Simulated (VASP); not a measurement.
# Al36N37 (a cell with a defect) in VASP: a series of runs, part 2 of 3

VASP 6.6.1. Earlier steps stand in the parts before.

## (3) Single point, PBE

File INCAR:

```
SYSTEM = Al36N37
PREC = Accurate
ENCUT = 520
EDIFF = 1E-6
ISMEAR = 0
SIGMA = 0.01
LREAL = Auto
LASPH = .True.
NELM = 60
ALGO = Normal
ISIF = 2
LWAVE = .False.
LCHARG = .False.
GGA = PE
NBANDS = 188
NELECT = 294.0
```

File KPOINTS:

```
regular mesh
0
Gamma
  1 1 1
  0 0 0
```

File POSCAR:

```
Al36N37
1.0
    9.3906252598      0.0000000000      0.0000000000
   -4.6953126299      8.1325200324      0.0000000000
    0.0000000000      0.0000000000     10.0360866438
Al N
36 37
Direct
    0.2218995957      0.1109497979      0.2516295875
    0.2243379805      0.1121689903      0.7423287091
    0.2250562813      0.4501125625      0.2543939690
    0.2210972961      0.4421945922      0.7524749994
    0.2250562813      0.7749437187      0.2543939690
    0.2210972961      0.7789027039      0.7524749994
    0.5551307505      0.1102615010      0.2481539883
    0.5561085961      0.1122171923      0.7501696899
    0.5551307505      0.4448692495      0.2481539883
    0.5561085961      0.4438914039      0.7501696899
    0.5498874375      0.7749437187      0.2543939690
    0.5578054078      0.7789027039      0.7524749994
    0.8890502021      0.1109497979      0.2516295875
    0.8878310097      0.1121689903      0.7423287091
    0.8897384990      0.4448692495      0.2481539883
    0.8877828077      0.4438914039      0.7501696899
    0.8890502021      0.7781004043      0.2516295875
    0.8878310097      0.7756620195      0.7423287091
    0.1118307298      0.2236614596      0.4970910861
    0.1075403240      0.2150806480      1.0032361655
    0.1108748330      0.5554374165      0.5034381312
    0.1111286044      0.5555643022      1.0002704529
    0.1118307298      0.8881692702      0.4970910861
    0.1075403240      0.8924596760      1.0032361655
    0.4459948451      0.2229974226      0.4978026555
    0.4456988038      0.2228494019      0.9977525011
    0.4445625835      0.5554374165      0.5034381312
    0.4444356978      0.5555643022      1.0002704529
    0.4445625835      0.8891251670      0.5034381312
    0.4444356978      0.8888713956      1.0002704529
    0.7770025774      0.2229974226      0.4978026555
    0.7771505981      0.2228494019      0.9977525011
    0.7770025774      0.5540051549      0.4978026555
    0.7771505981      0.5543011962      0.9977525011
    0.7763385404      0.8881692702      0.4970910861
    0.7849193520      0.8924596760      1.0032361655
    0.2236830408      0.1118415204      0.4427349722
    0.2367464550      0.1183732275      0.9265376907
    0.2240237633      0.4480475266      0.4450164319
    0.2211719505      0.4423439011      0.9438003868
    0.2240237633      0.7759762367      0.4450164319
    0.2211719505      0.7788280495      0.9438003868
    0.5549776231      0.1099552462      0.4391693129
    0.5556072208      0.1112144416      0.9414482109
    0.5549776231      0.4450223769      0.4391693129
    0.5556072208      0.4443927792      0.9414482109
    0.5519524734      0.7759762367      0.4450164319
    0.5576560989      0.7788280495      0.9438003868
    0.8881584796      0.1118415204      0.4427349722
    0.8816267725      0.1183732275      0.9265376907
    0.8900447538      0.4450223769      0.4391693129
    0.8887855584      0.4443927792      0.9414482109
    0.8881584796      0.7763169592      0.4427349722
    0.8816267725      0.7632535450      0.9265376907
    0.1158166019      0.2316332038      0.2065995554
    0.1116012977      0.2232025954      0.6870097285
    0.1118611700      0.5559305850      0.1918818894
    0.1107793318      0.5553896659      0.6941883118
    0.1158166019      0.8841833981      0.2065995554
    0.1116012977      0.8883987023      0.6870097285
    0.4437825708      0.2218912854      0.1899376454
    0.4479004737      0.2239502368      0.6865949100
    0.4440694150      0.5559305850      0.1918818894
    0.4446103341      0.5553896659      0.6941883118
    0.4440694150      0.8881388300      0.1918818894
    0.4446103341      0.8892206682      0.6941883118
    0.7781087146      0.2218912854      0.1899376454
    0.7760497632      0.2239502368      0.6865949100
    0.7781087146      0.5562174292      0.1899376454
    0.7760497632      0.5520995263      0.6865949100
    0.7683667962      0.8841833981      0.2065995554
    0.7767974046      0.8883987023      0.6870097285
    0.0000000000      0.0000000000      0.0631837226
```

Potentials or basis: VASP PAW PBE potentials, release 64 (Al, N).

On the command line:

```bash
> cat potpaw_PBE.64/Al/POTCAR potpaw_PBE.64/N/POTCAR > POTCAR
> mpirun -np 1 vasp_gam > vasp.out
```

OUTCAR:

```text
SYSTEM = Al36N37
   PREC = Accurate
   ENCUT = 520
   EDIFF = 1E-6
   ISMEAR = 0
   LREAL = Auto
   LASPH = .True.
   NELM = 60
   ISIF = 2
   GGA = PE
   NELECT = 294.0

 ion  position               nearest neighbor table
   1  0.222  0.111  0.252-  55 1.90  59 1.90  61 1.91  37 1.92  19 3.06  23 3.06  20 3.06  24 3.06
                            25 3.07  17 3.13  13 3.13  26 3.13   9 3.13   7 3.13   3 3.17   5 3.17
   2  0.224  0.112  0.742-  38 1.85  62 1.90  56 1.90  60 1.90  25 3.04  19 3.06  23 3.06   4 3.12
                             6 3.12  10 3.12   8 3.12  26 3.13  18 3.16  14 3.16  20 3.17  24 3.17
   3  0.225  0.450  0.254-  55 1.84  63 1.89  57 1.89  39 1.91   5 3.05  11 3.05  19 3.05  27 3.07
                            21 3.07  28 3.11  22 3.11   9 3.13  15 3.13  20 3.16   1 3.17  13 3.17
   4  0.221  0.442  0.752-  56 1.90  58 1.91  64 1.91  40 1.92  22 3.08  28 3.08  21 3.09  27 3.09
                             2 3.12  14 3.12  19 3.12  20 3.12  10 3.14  16 3.14   6 3.16  12 3.16
   5  0.225  0.775  0.254-  59 1.84  57 1.89  65 1.89  41 1.91   3 3.05  11 3.05  23 3.05  21 3.07
                            29 3.07  22 3.11  30 3.11   7 3.13  15 3.13  24 3.16   1 3.17  17 3.17
   6  0.221  0.779  0.752-  60 1.90  58 1.91  66 1.91  42 1.92  22 3.08  30 3.08  21 3.09  29 3.09
                             2 3.12  18 3.12  23 3.12  24 3.12  16 3.14   8 3.14   4 3.16  12 3.16
   7  0.555  0.110  0.248-  65 1.89  61 1.91  67 1.91  43 1.92  30 3.07  31 3.09  25 3.09  26 3.09
                            32 3.09   5 3.13  11 3.13  29 3.13  13 3.13   1 3.13   9 3.14  15 3.14
   8  0.556  0.112  0.750-  66 1.90  62 1.90  68 1.90  44 1.92  26 3.07  32 3.07  29 3.07  30 3.10
                            31 3.11  25 3.11  10 3.11  16 3.11  14 3.12   2 3.12   6 3.14  12 3.14
   9  0.555  0.445  0.248-  63 1.89  61 1.91  69 1.91  45 1.92  28 3.07  25 3.09  33 3.09  26 3.09
[... 89 lines left out ...]
  71  0.768  0.884  0.207-  11 1.84  17 1.90  13 1.90  36 2.05
  72  0.777  0.888  0.687-  12 1.90  18 1.90  14 1.90  35 1.91
  73  0.000  0.000  0.063-  20 1.85  24 1.85  36 1.85

  LATTYP: Found a hexagonal cell.
 ALAT       =     9.3906252598
 C/A-ratio  =     1.0687346546

  Lattice vectors:

 A1 = (   9.3906252598,   0.0000000000,   0.0000000000)
 A2 = (  -4.6953126299,   8.1325200324,   0.0000000000)
 A3 = (   0.0000000000,   0.0000000000,  10.0360866438)

[... 275 lines left out ...]
 non-spin polarized calculation
 Gauss-broadening in eV      SIGMA  =   0.01
  energy-cutoff  :      520.00
  volume of cell :      766.45
 maximum number of plane-waves:     10342
 NGX is ok and might be reduce to    70
   NGX = 35   NGY = 35   NGZ = 37

 number of electron     294.0000007 magnetization

 Free energy of the ion-electron system (eV)
  ---------------------------------------------------
  ext. energy  EPLUGINS =         0.00000000
  ---------------------------------------------------
  free energy    TOTEN  =      -525.43214129 eV

  energy without entropy =     -525.43214129  energy(sigma->0) =     -525.43214129

 E-fermi :   7.5754     XC(G=0): -10.8887

 val. band max:        7.4955313456   @ k =   0.0000   0.0000   0.0000
 cond. band min:       7.6426550769   @ k =   0.0000   0.0000   0.0000
 fundamental gap:      0.1471237313
 Fermi energy:         7.5754172868

 k-point     1 :       0.0000    0.0000    0.0000
  band No.  band energies     occupation
      1      -9.1569      2.00000
      2      -8.4507      2.00000
      3      -8.1779      2.00000
      4      -8.0387      2.00000
      5      -7.8603      2.00000
      6      -7.8549      2.00000
[... 151 lines left out ...]
    158      11.9114      0.00000
    159      11.9714      0.00000
 [bands above 159 left out]

------------------------ aborting loop because EDIFF is reached ----------------------------------------

  FORCE on cell =-STRESS in cart. coord.  units (eV):
  Direction    XX          YY          ZZ          XY          YZ          ZX
  --------------------------------------------------------------------------------------
  -------------------------------------------------------------------------------------
  Total       23.6597718     23.6597718     18.7250308      0.0000000      0.0000000      0.0000000
  in kB       49.4580603     49.4580603     39.1425460      0.0000000      0.0000000      0.0000000
  external PRESSURE =      46.0195555 kB  Pullay stress =       0.0000000 kB

 VOLUME and BASIS-vectors are now :
 -----------------------------------------------------------------------------
  energy-cutoff  :      520.00
  volume of cell :      766.45
      direct lattice vectors                 reciprocal lattice vectors
     9.390625260  0.000000000  0.000000000     0.106489182  0.061481558  0.000000000
    -4.695312630  8.132520032  0.000000000     0.000000000  0.122963115  0.000000000
     0.000000000  0.000000000 10.036086644     0.000000000  0.000000000  0.099640431

 POSITION                                       TOTAL-FORCE (eV/Angst)
 -----------------------------------------------------------------------------------
      1.56283      0.90230      2.52538         0.002308      0.001332     -0.002360
      1.58001      0.91222      7.45008        -0.001076     -0.000621      0.002125
      0.00000      3.66055      2.55312        -0.000000     -0.001644      0.004978
     -0.00000      3.59616      7.55190        -0.000000      0.003864      0.000546
     -1.52518      6.30225      2.55312        -0.001424      0.000822      0.004978
     -1.58095      6.33444      7.55190         0.003347     -0.001932      0.000546
[... 65 lines left out ...]
      3.12330      7.22492      6.89489         0.002468      0.001425      0.000063
      0.00000      0.00000      0.63412        -0.000000     -0.000000      0.006325
 -----------------------------------------------------------------------------------
    total drift:                               -0.000001      0.000001      0.017776

  FREE ENERGIE OF THE ION-ELECTRON SYSTEM (eV)
  ---------------------------------------------------
  free  energy   TOTEN  =      -525.4321412864 eV

  energy  without entropy=     -525.4321412864  energy(sigma->0) =     -525.43214129
```

OSZICAR:

```text
N       E                     dE             d eps       ncg     rms          rms(c)
DAV:   1     0.214025349995E+04    0.21403E+04   -0.15799E+05   376   0.151E+03
DAV:   2    -0.394022638634E+03   -0.25343E+04   -0.24219E+04   500   0.330E+02
DAV:   3    -0.608751978599E+03   -0.21473E+03   -0.21284E+03   432   0.103E+02
DAV:   4    -0.613453800781E+03   -0.47018E+01   -0.46805E+01   448   0.165E+01
DAV:   5    -0.613550206179E+03   -0.96405E-01   -0.96243E-01   440   0.231E+00    0.521E+01
DAV:   6    -0.525982244641E+03    0.87568E+02   -0.38873E+02   432   0.368E+01    0.183E+01
DAV:   7    -0.525633578900E+03    0.34867E+00   -0.96139E+00   448   0.695E+00    0.124E+01
DAV:   8    -0.525426051298E+03    0.20753E+00   -0.11477E+00   424   0.309E+00    0.187E+00
DAV:   9    -0.525424728946E+03    0.13224E-02   -0.14356E-01   448   0.946E-01    0.981E-01
DAV:  10    -0.525429721052E+03   -0.49921E-02   -0.56148E-02   440   0.546E-01    0.479E-01
DAV:  11    -0.525430962736E+03   -0.12417E-02   -0.87233E-03   472   0.285E-01    0.222E-01
DAV:  12    -0.525431943814E+03   -0.98108E-03   -0.27385E-03   432   0.143E-01    0.853E-02
DAV:  13    -0.525432106371E+03   -0.16256E-03   -0.41915E-04   424   0.558E-02    0.336E-02
DAV:  14    -0.525432137120E+03   -0.30748E-04   -0.71487E-05   416   0.229E-02    0.197E-02
DAV:  15    -0.525432140987E+03   -0.38676E-05   -0.19571E-05   440   0.112E-02    0.638E-03
DAV:  16    -0.525432141286E+03   -0.29924E-06   -0.36966E-06   360   0.576E-03
   1 F= -.52543214E+03 E0= -.52543214E+03  d E =-.131014E-21
```

Wall time 7 min (1 thread of AMD EPYC 7R43 (Zen 3), shared host); peak memory 0.69 GiB.

What came out:

```yaml
Free_energy: -525.4321 eV
Largest_force: 0.007 eV/Å
```

Forces in eV/Å, atoms in the order of the input:
```
Al   0.002  0.001 -0.002
Al  -0.001 -0.001  0.002
Al   0.000 -0.002  0.005
Al   0.000  0.004  0.001
Al  -0.001  0.001  0.005
Al   0.003 -0.002  0.001
Al   0.000  0.000 -0.002
Al   0.000 -0.007  0.003
Al   0.000  0.000 -0.002
Al  -0.006  0.003  0.003
Al   0.001  0.001  0.005
Al  -0.003 -0.002  0.001
Al  -0.002  0.001 -0.002
Al   0.001 -0.001  0.002
Al   0.000  0.000 -0.002
Al   0.006  0.003  0.003
Al   0.000 -0.003 -0.002
Al   0.000  0.001  0.002
Al   0.000  0.004  0.002
Al   0.000  0.003 -0.003
Al  -0.001  0.000  0.004
Al  -0.003 -0.002  0.000
Al   0.003 -0.002  0.002
Al   0.002 -0.001 -0.003
Al   0.002  0.001 -0.002
Al   0.001  0.000 -0.004
Al   0.001  0.000  0.004
Al   0.003 -0.002  0.000
Al   0.000  0.001  0.004
Al   0.000  0.004  0.000
Al  -0.002  0.001 -0.002
Al  -0.001  0.000 -0.004
Al   0.000 -0.003 -0.002
Al   0.000 -0.001 -0.004
Al  -0.003 -0.002  0.002
Al  -0.002 -0.001 -0.003
N   -0.001  0.000  0.000
N    0.000  0.000  0.001
N    0.000 -0.001 -0.003
N    0.000  0.002  0.001
N   -0.001  0.000 -0.003
N    0.002 -0.001  0.001
N    0.000  0.000  0.001
N    0.000  0.001  0.001
N    0.000  0.000  0.001
N    0.001 -0.001  0.001
N    0.001  0.000 -0.003
N   -0.002 -0.001  0.001
N    0.001  0.000  0.000
N    0.000  0.000  0.001
N    0.000  0.000  0.001
N   -0.001 -0.001  0.001
N    0.000  0.001  0.000
N    0.000  0.000  0.001
N    0.000  0.002 -0.004
N    0.000 -0.003  0.000
N    0.003  0.002  0.001
N   -0.002 -0.001 -0.003
N    0.002 -0.001 -0.004
N   -0.002  0.001  0.000
N    0.002  0.001  0.000
N   -0.002 -0.001  0.000
N   -0.003  0.002  0.001
N    0.002 -0.001 -0.003
N    0.000 -0.004  0.001
N    0.000  0.002 -0.003
N   -0.002  0.001  0.000
N    0.002 -0.001  0.000
N    0.000 -0.002  0.000
N    0.000  0.002  0.000
N   -0.002 -0.001 -0.004
N    0.002  0.001  0.000
N    0.000  0.000  0.006
```

Caveat: the k points lie up to 0.77 Å⁻¹ apart; the cell carries a net charge on a neutralising background, which shifts energy and pressure; the cell is charged against a uniform background, so pressure and absolute levels hang on convention.

[end of part 2 of 3]
